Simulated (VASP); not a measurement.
# SiO2 (P4_2/mnm) in VASP: a series of runs, part 2 of 2

VASP 6.6.1. The steps go on from the part before.

### 3 Single point, PBEsol

This run uses another cell than the first one, of 7.85 Å³/atom, 1.026 times its volume.

INCAR reads:

```
SYSTEM = SiO2
PREC = Accurate ; ENCUT = 520
EDIFF = 1E-6 ; ISMEAR = -1
SIGMA = 0.02 ; LREAL = .FALSE.
LASPH = .TRUE. ; NELM = 100
ALGO = Normal ; ISIF = 2
LWAVE = .FALSE. ; LCHARG = .FALSE.
GGA = PS ; NBANDS = 25
```

KPOINTS reads:

```
regular mesh
0
G
  6 6 8
  0 0 0
```

POSCAR reads:

```
SiO2
1.0
    4.1946332165      0.0000000000      0.0000000000
    0.0000000000      4.1946332165      0.0000000000
    0.0000000000      0.0000000000      2.6784529402
Si O
2 4
Direct
    0.0000000000      0.0000000000      0.0000000000
    0.5000000000      0.5000000000      0.5000000000
    0.3060615473      0.3060615473      0.0000000000
    0.1939384527      0.8060615473      0.5000000000
    0.8060615473      0.1939384527      0.5000000000
    0.6939384527      0.6939384527      0.0000000000
```

Potentials or basis: VASP PAW PBE potentials, release 64 (Si, O).

On the command line:

```sh
$ cat potpaw_PBE.64/Si/POTCAR potpaw_PBE.64/O/POTCAR > POTCAR
$ mpirun -np 1 vasp_std > vasp.out
```

Wall time 47 s (1 thread of Intel Xeon Platinum 8259CL at 2.50GHz (Skylake/Cascade Lake), shared host); peak memory 0.18 GiB.

Results (log left out):

- Free energy: -48.9854 eV
- Pressure: 0.7 GPa
- Largest force: 0.036 eV/Å
- Band gap on the k mesh: 5.36 eV, direct

Forces on the atoms (eV/Å):
```
Si   0.000  0.000  0.000
Si   0.000  0.000  0.000
O   -0.025 -0.025  0.000
O    0.025 -0.025  0.000
O   -0.025  0.025  0.000
O    0.025  0.025  0.000
```

Stress tensor (GPa, compression positive):
```
0.38 0.00 0.00
0.00 0.38 0.00
0.00 0.00 1.29
```

Levels at points of the mesh, in eV from the valence-band top:
```tsv
k point	band 13	band 14	band 15	band 16	band 17	band 18	band 19	band 20
(0.00, 0.00, 0.00)	-2.52	-0.88	-0.88	0.00	5.36	6.47	8.24	8.24
(0.50, 0.00, 0.00)	-2.69	-2.69	-1.07	-1.07	7.50	7.50	8.82	8.82
(0.50, 0.50, 0.00)	-2.68	-2.68	-2.27	-2.27	7.19	7.19	9.81	9.81
(0.00, 0.00, 0.50)	-3.08	-3.08	-2.68	-2.68	8.87	8.87	12.34	12.34
(0.50, 0.00, 0.50)	-2.28	-2.28	-1.76	-1.76	8.57	8.57	9.61	9.61
(0.50, 0.50, 0.50)	-1.77	-1.77	-1.55	-1.55	6.96	6.96	10.74	10.74
```

Caveat: the PAW data sets were made with another functional, which shifts forces and pressure a little.

### 4 Single point, PBE

This run uses another cell than the first one, of 8.05 Å³/atom, 1.051 times its volume.

INCAR reads:

```
SYSTEM = SiO2
PREC     = Accurate       ! precision mode
ENCUT    = 520            ! plane-wave cutoff, eV
EDIFF    = 1E-6           ! SCF threshold, eV
ISMEAR   = -1             ! smearing method
SIGMA    = 0.02           ! smearing width, eV
LREAL    = .FALSE.        ! projectors in reciprocal space
LASPH    = .TRUE.         ! aspherical terms in the spheres
NELM     = 60             ! most SCF steps
ALGO     = Normal         ! electronic algorithm
ISIF     = 2              ! what is computed and relaxed
LWAVE    = .FALSE.        ! write WAVECAR
LCHARG   = .TRUE.         ! write CHGCAR
GGA      = PE             ! functional
LELF     = .TRUE.         ! ELF
LVHAR    = .TRUE.       
NBANDS   = 25             ! bands
```

KPOINTS is that of step 3.

POSCAR reads:

```
SiO2
1.0
    4.2356795769      0.0000000000      0.0000000000
    0.0000000000      4.2356795769      0.0000000000
    0.0000000000      0.0000000000      2.6906431348
Si O
2 4
Direct
    0.0000000000      0.0000000000      0.0000000000
    0.5000000000      0.5000000000      0.5000000000
    0.3069724955      0.3069724955      0.0000000000
    0.1930275045      0.8069724955      0.5000000000
    0.8069724955      0.1930275045      0.5000000000
    0.6930275045      0.6930275045      0.0000000000
```

On the command line:

```sh
$ cat potpaw_PBE.64/Si/POTCAR potpaw_PBE.64/O/POTCAR > POTCAR
$ mpirun -np 1 vasp_std > vasp.out
```

Wall time 46 s (1 thread of Intel Xeon Platinum 8259CL at 2.50GHz (Skylake/Cascade Lake), shared host); peak memory 0.17 GiB.

Results (log left out):

```
Free energy            : -46.3169 eV
Pressure               : 0.2 GPa
Largest force          : 0.018 eV/Å
Band gap on the k mesh : 5.03 eV, direct
```

Forces on the atoms (eV/Å):
```
Si   0.000  0.000  0.000
Si   0.000  0.000  0.000
O   -0.013 -0.013  0.000
O    0.013 -0.013  0.000
O   -0.013  0.013  0.000
O    0.013  0.013  0.000
```

Stress tensor (GPa, compression positive):
```
-0.03  0.00  0.00
 0.00 -0.03  0.00
 0.00  0.00  0.55
```

Levels at points of the mesh, in eV from the valence-band top:
```
           k point  band 13  band 14  band 15  band 16  band 17  band 18  band 19  band 20
(0.00, 0.00, 0.00)    -2.50    -0.85    -0.85     0.00     5.03     6.60     8.29     8.29
(0.50, 0.00, 0.00)    -2.62    -2.62    -1.04    -1.04     7.30     7.30     8.88     8.88
(0.50, 0.50, 0.00)    -2.53    -2.53    -2.17    -2.17     7.01     7.01     9.78     9.78
(0.00, 0.00, 0.50)    -2.87    -2.87    -2.56    -2.56     8.63     8.63    12.20    12.20
(0.50, 0.00, 0.50)    -2.21    -2.21    -1.67    -1.67     8.43     8.43     9.43     9.43
(0.50, 0.50, 0.50)    -1.73    -1.73    -1.47    -1.47     6.81     6.81    10.69    10.69
```

A k mesh can miss the band edges. PBE gaps usually lie below the measured ones, often by a third to a half.

### 5 Single point, PBE

This run uses another cell than the first one, of 7.79 Å³/atom, 1.017 times its volume.

INCAR reads:

```
SYSTEM = SiO2
PREC = Accurate ; ENCUT = 520
EDIFF = 1E-6 ; ISMEAR = -1
SIGMA = 0.02 ; LREAL = .False.
LASPH = .True. ; NELM = 100
ALGO = Normal ; ISIF = 2
LWAVE = .False. ; LCHARG = .False.
GGA = PE ; NBANDS = 25
```

KPOINTS reads:

```
Automatic mesh
0
Gamma
  6 6 10
  0 0 0
```

POSCAR reads:

```
SiO2
1.0
    4.1851888049      0.0000000000      0.0000000000
    0.0000000000      4.1851888049      0.0000000000
    0.0000000000      0.0000000000      2.6688398925
Si O
2 4
Direct
    0.0000000000      0.0000000000      0.0000000000
    0.5000000000      0.5000000000      0.5000000000
    0.3061010091      0.3061010091      0.0000000000
    0.1938989909      0.8061010091      0.5000000000
    0.8061010091      0.1938989909      0.5000000000
    0.6938989909      0.6938989909      0.0000000000
```

On the command line:

```sh
$ cat potpaw_PBE.64/Si/POTCAR potpaw_PBE.64/O/POTCAR > POTCAR
$ mpirun -np 1 vasp_std > vasp.out
```

Run time: 48 s. Hardware: 1 thread of Intel Xeon Platinum 8259CL at 2.50GHz (Skylake/Cascade Lake), shared host; peak memory 0.18 GiB.

Results (log left out):

```yaml
Free_energy: -46.2699 eV
Pressure: 9.8 GPa
Largest_force: 0.101 eV/Å
Band_gap_on_the_k_mesh: 5.54 eV, direct
```

Forces in eV/Å, atoms in the order of the input:
```
Si   0.000  0.000  0.000
Si   0.000  0.000  0.000
O   -0.071 -0.071  0.000
O    0.071 -0.071  0.000
O   -0.071  0.071  0.000
O    0.071  0.071  0.000
```

Stress tensor (GPa, compression positive):
```
 9.15  0.00  0.00
 0.00  9.15  0.00
 0.00  0.00 11.03
```

Levels at points of the mesh, in eV from the valence-band top:
```
           k point  band 14  band 15  band 16  band 17  band 18  band 19
(0.00, 0.00, 0.00)    -0.88    -0.88     0.00     5.54     6.70     8.49
(0.50, 0.00, 0.00)    -2.68    -1.07    -1.07     7.70     7.70     9.07
(0.50, 0.50, 0.00)    -2.65    -2.27    -2.27     7.38     7.38    10.04
(0.00, 0.00, 0.50)    -3.05    -2.67    -2.67     9.05     9.05    12.62
(0.50, 0.00, 0.50)    -2.28    -1.75    -1.75     8.75     8.75     9.81
(0.50, 0.50, 0.50)    -1.76    -1.55    -1.55     7.14     7.14    10.99
```

### 6 Single point, LDA

This run uses another cell than the first one, of 7.79 Å³/atom, 1.017 times its volume.

INCAR reads:

```
SYSTEM = SiO2
PREC     = Accurate       ! precision mode
ENCUT    = 520            ! plane-wave cutoff, eV
EDIFF    = 1E-6           ! SCF threshold, eV
ISMEAR   = 0              ! smearing method
SIGMA    = 0.01           ! smearing width, eV
LREAL    = .FALSE.        ! projectors in reciprocal space
LASPH    = .TRUE.         ! aspherical terms in the spheres
NELM     = 60             ! most SCF steps
ALGO     = Normal         ! electronic algorithm
ISIF     = 2              ! what is computed and relaxed
LWAVE    = .FALSE.        ! write WAVECAR
LCHARG   = .FALSE.        ! write CHGCAR
NBANDS   = 25             ! bands
```

KPOINTS reads:

```
Automatic mesh
0
G
  6 6 10
  0 0 0
```

POSCAR is that of step 5.

Potentials or basis: VASP PAW LDA potentials, release 64 (Si, O).

On the command line:

```sh
$ cat potpaw_LDA.64/Si/POTCAR potpaw_LDA.64/O/POTCAR > POTCAR
$ mpirun -np 1 vasp_std > vasp.out
```

It took 52 s on 1 thread of Intel Xeon Platinum 8259CL at 2.50GHz (Skylake/Cascade Lake), shared host; peak memory 0.16 GiB.

Results (log left out):

```yaml
Free_energy: -51.9625 eV
Pressure: -4.1 GPa
Largest_force: 0.004 eV/Å
Band_gap_on_the_k_mesh: 5.54 eV, direct
```

Forces in eV/Å, atoms in the order of the input:
```
Si   0.000  0.000  0.000
Si   0.000  0.000  0.000
O    0.003  0.003  0.000
O   -0.003  0.003  0.000
O    0.003 -0.003  0.000
O   -0.003 -0.003  0.000
```

Stress tensor (GPa, compression positive):
```
-4.63  0.00  0.00
 0.00 -4.63  0.00
 0.00  0.00 -3.12
```

Levels at points of the mesh, in eV from the valence-band top:
| k point | band 12 | band 13 | band 14 | band 15 | band 16 | band 17 | band 18 | band 19 | band 20 | band 21 |
| --- | --- | --- | --- | --- | --- | --- | --- | --- | --- | --- |
| (0.00, 0.00, 0.00) | -3.17 | -2.55 | -0.90 | -0.90 | 0.00 | 5.54 | 6.43 | 8.30 | 8.30 | 10.71 |
| (0.50, 0.00, 0.00) | -3.93 | -2.72 | -2.72 | -1.08 | -1.08 | 7.56 | 7.56 | 8.85 | 8.85 | 10.76 |
| (0.50, 0.50, 0.00) | -3.30 | -2.70 | -2.70 | -2.31 | -2.31 | 7.22 | 7.22 | 9.82 | 9.82 | 12.87 |
| (0.00, 0.00, 0.50) | -4.68 | -3.14 | -3.14 | -2.71 | -2.71 | 8.84 | 8.84 | 12.35 | 12.35 | 12.45 |
| (0.50, 0.00, 0.50) | -4.05 | -2.32 | -2.32 | -1.78 | -1.78 | 8.54 | 8.54 | 9.64 | 9.64 | 11.91 |
| (0.50, 0.50, 0.50) | -4.54 | -1.80 | -1.80 | -1.56 | -1.56 | 6.99 | 6.99 | 10.70 | 10.70 | 11.40 |

A k mesh can miss the band edges. Expect the measured gap to be larger: semilocal functionals such as LDA lack the derivative discontinuity.

### 7 Summary

| level | potentials or basis | cell | k mesh | smearing | gap on the mesh (eV) | pressure (GPa) | largest force (eV/Å) |
| --- | --- | --- | --- | --- | --- | --- | --- |
| LDA | VASP PAW LDA potentials, release 64 (Si, O) | a = 4.155, b = 4.155, c = 2.661 Å, 6 atoms | 6 × 6 × 8 | fermi-dirac 0.02 eV | 5.82 | 1.1 | 0.04 |
| PBEsol | VASP PAW PBE potentials, release 64 (Si, O) | a = 4.195, b = 4.195, c = 2.678 Å, 6 atoms | 6 × 6 × 8 | fermi-dirac 0.02 eV | 5.36 | 0.7 | 0.04 |
| PBE | VASP PAW PBE potentials, release 64 (Si, O) | a = 4.236, b = 4.236, c = 2.691 Å, 6 atoms | 6 × 6 × 8 | fermi-dirac 0.02 eV | 5.03 | 0.2 | 0.02 |
| PBE | VASP PAW PBE potentials, release 64 (Si, O) | a = 4.185, b = 4.185, c = 2.669 Å, 6 atoms | 6 × 6 × 10 | fermi-dirac 0.02 eV | 5.54 | 9.8 | 0.10 |
| LDA | VASP PAW LDA potentials, release 64 (Si, O) | a = 4.185, b = 4.185, c = 2.669 Å, 6 atoms | 6 × 6 × 10 | gaussian 0.01 eV | 5.54 | -4.1 | - |

Alike in all rows: task single point; no spin polarisation; cutoff (eV) 520.

Caveats: the PAW data sets were made with another functional, which shifts forces and pressure a little (some runs).

Absolute energies hang on the potentials; compare differences alone.
